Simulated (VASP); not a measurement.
# CdTe (F-43m) in VASP: notebook, part 2 of 2

VASP 6.6.1. The steps go on from the part before.

## (5) Single point, r2SCAN

This run uses another cell than the first one, of 32.50 Å³/atom.

Input file POSCAR:

```
CdTe
1.0
    0.0000000000      3.1912386882      3.1912386882
    3.1912386882      0.0000000000      3.1912386882
    3.1912386882      3.1912386882      0.0000000000
Cd Te
1 1
Direct
    0.0000000000      0.0000000000      0.0000000000
    0.7500000000      0.7500000000      0.7500000000
```

Input file INCAR.step1:

```
PREC     = Accurate       # precision mode
ENCUT    = 520            # plane-wave cutoff, eV
ISMEAR   = 0              # smearing method
SIGMA    = 0.01           # smearing width, eV
LREAL    = False          # projectors in reciprocal space
LASPH    = True           # aspherical terms in the spheres
NELM     = 80             # most SCF steps
NBANDS   = 16             # bands
GGA      = PE             # functional
ALGO     = Normal         # electronic algorithm
EDIFF    = 1E-4           # SCF threshold, eV
LWAVE    = True           # write WAVECAR
LCHARG   = False          # write CHGCAR
```

Input file INCAR.step2:

```
PREC     = Accurate       # precision mode
ENCUT    = 520            # plane-wave cutoff, eV
EDIFF    = 1E-7           # SCF threshold, eV
ISMEAR   = 0              # smearing method
SIGMA    = 0.01           # smearing width, eV
LREAL    = False          # projectors in reciprocal space
LASPH    = True           # aspherical terms in the spheres
NELM     = 80             # most SCF steps
ALGO     = Normal         # electronic algorithm
ISIF     = 2              # what is computed and relaxed
LWAVE    = False          # write WAVECAR
LCHARG   = True           # write CHGCAR
METAGGA  = R2SCAN         # meta-GGA
LMIXTAU  = True         
LELF     = True           # ELF
LVHAR    = True         
NBANDS   = 16             # bands
ISTART   = 1
```

Input file KPOINTS:

```
regular mesh
0
Gamma
  8 8 8
```

Potentials or basis: VASP PAW PBE potentials, release 64 (Cd, Te).

Launch:

```sh
> cat potpaw_PBE.64/Cd/POTCAR potpaw_PBE.64/Te/POTCAR > POTCAR
> cp INCAR.step1 INCAR
> mpirun -np 1 vasp_std > vasp.out
> cp INCAR.step2 INCAR
> mpirun -np 1 vasp_std > vasp.out
```

OUTCAR:

```text
PREC = Accurate
   ENCUT = 520
   EDIFF = 1E-7
   ISMEAR = 0
   LREAL = False
   LASPH = True
   NELM = 80
   ISIF = 2
   METAGGA = R2SCAN
   ISTART = 1

 ion  position               nearest neighbor table
   1  0.000  0.000  0.000-   2 2.76   2 2.76   2 2.76   2 2.76
   2  0.750  0.750  0.750-   1 2.76   1 2.76   1 2.76   1 2.76

  LATTYP: Found a face centered cubic cell.
 ALAT       =     6.3824773764

  Lattice vectors:

 A1 = (   0.0000000000,   3.1912386882,   3.1912386882)
 A2 = (   3.1912386882,   0.0000000000,   3.1912386882)
 A3 = (   3.1912386882,   3.1912386882,   0.0000000000)

Analysis of symmetry for initial positions (statically):
=====================================================================
 Subroutine PRICEL returns:
 Original cell was already a primitive cell.

 Routine SETGRP: Setting up the symmetry group for a
 face centered cubic supercell.

 Subroutine GETGRP returns: Found 24 space group operations
 (whereof 24 operations were pure point group operations)
 out of a pool of 48 trial point group operations.

The static configuration has the point symmetry T_d .

Analysis of symmetry for dynamics (positions and initial velocities):
=====================================================================
 Subroutine PRICEL returns:
 Original cell was already a primitive cell.

 Routine SETGRP: Setting up the symmetry group for a
 face centered cubic supercell.

 Subroutine GETGRP returns: Found 24 space group operations
 (whereof 24 operations were pure point group operations)
 out of a pool of 48 trial point group operations.

The dynamic configuration has the point symmetry T_d .

 Subroutine INISYM returns: Found 24 space group operations
 (whereof 24 operations are pure point group operations),
 and found     1 'primitive' translations

----------------------------------------------------------------------------------------

                                     Primitive cell

  volume of cell :      64.9992

  direct lattice vectors                    reciprocal lattice vectors
     0.000000000  3.191238688  3.191238688    -0.156678973  0.156678973  0.156678973
     3.191238688  0.000000000  3.191238688     0.156678973 -0.156678973  0.156678973
     3.191238688  3.191238688  0.000000000     0.156678973  0.156678973 -0.156678973

  length of vectors
     4.513093034  4.513093034  4.513093034     0.271375942  0.271375942  0.271375942

  position of ions in fractional coordinates (direct lattice)
     0.000000000  0.000000000  0.000000000
     0.750000000  0.750000000  0.750000000

  ion indices of the primitive-cell ions
   primitive index   ion index
                 1           1
                 2           2

----------------------------------------------------------------------------------------

 KPOINTS: regular mesh

Automatic generation of k-mesh.
 Grid dimensions read from file:
 generate k-points for:    8    8    8

 Generating k-lattice:

  Cartesian coordinates                     Fractional coordinates (reciprocal lattice)
    -0.019584872  0.019584872  0.019584872     0.125000000  0.000000000  0.000000000
     0.019584872 -0.019584872  0.019584872     0.000000000  0.125000000  0.000000000
     0.019584872  0.019584872 -0.019584872     0.000000000  0.000000000  0.125000000

  Length of vectors
     0.033921993  0.033921993  0.033921993

  Shift w.r.t. Gamma in fractional coordinates (k-lattice)
     0.000000000  0.000000000  0.000000000

 Subroutine IBZKPT returns following result:
 ===========================================

 Found     29 irreducible k-points:

 Following reciprocal coordinates:
            Coordinates               Weight
  0.000000  0.000000  0.000000      1.000000
  0.125000  0.000000  0.000000      8.000000
  0.250000  0.000000  0.000000      8.000000
  0.375000  0.000000  0.000000      8.000000
  0.500000  0.000000  0.000000      4.000000
  0.125000  0.125000  0.000000      6.000000
[... 16 lines left out ...]
  0.500000  0.250000  0.125000     48.000000
 -0.375000  0.250000  0.125000     24.000000
 [... further k-points ...]
   k-points           NKPTS =     29   k-points in BZ     NKDIM =     29   number of bands    NBANDS=     16
   number of dos      NEDOS =    301   number of ions     NIONS =      2
   total plane-waves  NPLWV =  46656
   dimension x,y,z NGX =    36 NGY =   36 NGZ =   36
   dimension x,y,z NGXF=    72 NGYF=   72 NGZF=   72
   ions per type =               1   1
   NGX,Y,Z   is equivalent  to a cutoff of  13.26, 13.26, 13.26 a.u.
   NGXF,Y,Z  is equivalent  to a cutoff of  26.52, 26.52, 26.52 a.u.
 SYSTEM =  unknown system
   PREC   = accura    normal or accurate (medium, high low for compatibility)
   ISTART =      1    job   : 0-new  1-cont  2-samecut
   ICHARG =      0    charge: 1-file 2-atom 10-const
   ISPIN  =      1    spin polarized calculation?
   LNONCOLLINEAR =      F non collinear calculations
   LSORBIT =      F    spin-orbit coupling
   LASPH  =      T    aspherical Exc in radial PAW
   ENCUT  =  520.0 eV  38.22 Ry    6.18 a.u.   8.39  8.39  8.39*2*pi/ulx,y,z
   NELM   =     80;   NELMIN=  2; NELMDL=  0     # of ELM steps
   EDIFF  = 0.1E-06   stopping-criterion for ELM
   LREAL  =      F    real-space projection
   EDIFFG = 0.1E-05   stopping-criterion for IOM
   NSW    =      0    number of steps for IOM
   IBRION =     -1    ionic relax: 0-MD 1-quasi-New 2-CG
   NFREE  =      0    steps in history (QN), initial steepest desc. (CG)
   ISIF   =      2    stress and relaxation
   ISYM   =      2    0-nonsym 1-usesym 2-fastsym
   POTIM  = 0.5000    time-step for ionic-motion
   TEBEG  =    0.0;   TEEND  =   0.0 temperature during run
   PSTRESS=    0.0 pullay stress
   NELECT =      18.0000    total number of electrons
   NUPDOWN=      -1.0000    fix difference up-down
   EMIN   =  10.00;   EMAX   =-10.00  energy-range for DOS
   EFERMI =   0.00;   METHOD = LEGACY
   ISMEAR =     0;   SIGMA  =   0.01  broadening in eV -4-tet -1-fermi 0-gaus
   EFERMI_NEDOS =   21; number of points for ismear=-14 and -15
   IALGO  =     38    algorithm
   IMIX   =      4    mixing-type and parameters
     AMIX     =   0.40;   BMIX     =  1.00
     AMIX_MAG =   1.60;   BMIX_MAG =  1.00
  volume/ion in A,a.u.               =      32.50       219.32
  Fermi-wavevector in a.u.,A,eV,Ry     =   1.067079  2.016486 15.492363  1.138657
  Thomas-Fermi vector in A             =   2.202683
   LORBIT       =      0    0 simple, 1 ext, 2 COOP (PROOUT), +10 PAW based schemes
   METAGGA = R2SCAN    functional components
   LHFCALC =     F    Hartree Fock is set to
   AEXX    =    0.0000 exact exchange contribution
   IVDW    =     0    specifies the selected vdW correction
   LEPSILON=     F    determine dielectric tensor
   LRPA    =     F    only Hartree local field effects (RPA)
 non-spin polarized calculation
 Gauss-broadening in eV      SIGMA  =   0.01
  energy-cutoff  :      520.00
  volume of cell :       65.00
 maximum number of plane-waves:      1807
 NGX is ok and might be reduce to    36
   NGX = 17   NGY = 17   NGZ = 17

 number of electron      17.9999999 magnetization

 Free energy of the ion-electron system (eV)
  ---------------------------------------------------
  ext. energy  EPLUGINS =         0.00000000
  ---------------------------------------------------
  free energy    TOTEN  =       -46.57802669 eV

  energy without entropy =      -46.57802669  energy(sigma->0) =      -46.57802669

 E-fermi :   2.6528     XC(G=0):  -9.3208

 val. band max:        2.5372918735   @ k =   0.0000   0.0000   0.0000
 cond. band min:       3.9629151754   @ k =   0.0000   0.0000   0.0000
 fundamental gap:      1.4256233019
 Fermi energy:         2.6527877487

 k-point     1 :       0.0000    0.0000    0.0000
  band No.  band energies     occupation
      1      -9.2793      2.00000
      2      -6.1950      2.00000
      3      -6.1950      2.00000
      4      -6.1950      2.00000
      5      -5.8710      2.00000
      6      -5.8710      2.00000
[... 8 lines left out ...]
     15      12.4455      0.00000
     16      12.4455      0.00000
[... 419 lines left out ...]
 k-point    24 :      -0.3750    0.2500    0.1250
  band No.  band energies     occupation
      1      -8.7554      2.00000
      2      -6.0852      2.00000
      3      -6.0718      2.00000
      4      -5.8905      2.00000
      5      -5.8649      2.00000
      6      -5.3436      2.00000
[... 8 lines left out ...]
     15      13.2438      0.00000
     16      13.9499      0.00000

 [... further k-points ...]
[... 5 lines left out ...]
  --------------------------------------------------------------------------------------
  -------------------------------------------------------------------------------------
  Total        1.6614726      1.6614726      1.6614726     -0.0000000     -0.0000000     -0.0000000
  in kB       40.9539613     40.9539613     40.9539613     -0.0000000     -0.0000000     -0.0000000
  external PRESSURE =      40.9539613 kB  Pullay stress =       0.0000000 kB

 VOLUME and BASIS-vectors are now :
 -----------------------------------------------------------------------------
  energy-cutoff  :      520.00
  volume of cell :       65.00
      direct lattice vectors                 reciprocal lattice vectors
     0.000000000  3.191238688  3.191238688    -0.156678973  0.156678973  0.156678973
     3.191238688  0.000000000  3.191238688     0.156678973 -0.156678973  0.156678973
     3.191238688  3.191238688  0.000000000     0.156678973  0.156678973 -0.156678973

 POSITION                                       TOTAL-FORCE (eV/Angst)
 -----------------------------------------------------------------------------------
      0.00000      0.00000      0.00000         0.000000      0.000000      0.000000
      4.78686      4.78686      4.78686        -0.000000     -0.000000     -0.000000
 -----------------------------------------------------------------------------------
    total drift:                                0.000002      0.000002      0.000002

  FREE ENERGIE OF THE ION-ELECTRON SYSTEM (eV)
  ---------------------------------------------------
  free  energy   TOTEN  =       -46.5780266931 eV

  energy  without entropy=      -46.5780266931  energy(sigma->0) =      -46.57802669
```

Wall time 99 s (1 thread of AMD EPYC 9R45 (Zen 5), shared host); peak memory 0.19 GiB.

Results:

| Property | Result |
| --- | --- |
| Free energy | -46.5780 eV |
| Pressure | 4.1 GPa |
| Band gap on the k mesh | 1.43 eV |

Caveat: the cell stands under pressure; the PAW data sets were made with another functional, which shifts forces and pressure a little; spin-orbit coupling is left out, which moves the levels of the heavy elements.

## (6) Overview

```tsv
cell	gap on the mesh (eV)	pressure (GPa)
a = 4.306 Å, angles 60.0°, 2 atoms	1.90	15.2
a = 4.385 Å, angles 60.0°, 2 atoms	1.72	10.2
a = 4.443 Å, angles 60.0°, 2 atoms	1.58	7.2
a = 4.513 Å, angles 60.0°, 2 atoms	1.43	4.1
```

Alike in all rows: task single point; level r2SCAN; potentials or basis VASP PAW PBE potentials, release 64 (Cd, Te); no spin polarisation; k mesh 8 × 8 × 8; cutoff (eV) 520; smearing gaussian 0.01 eV.

Caveats: the cell stands under pressure; the PAW data sets were made with another functional, which shifts forces and pressure a little; spin-orbit coupling is left out, which moves the levels of the heavy elements.

Total energies depend on the potentials used, so only differences within one code and one set of settings carry meaning.
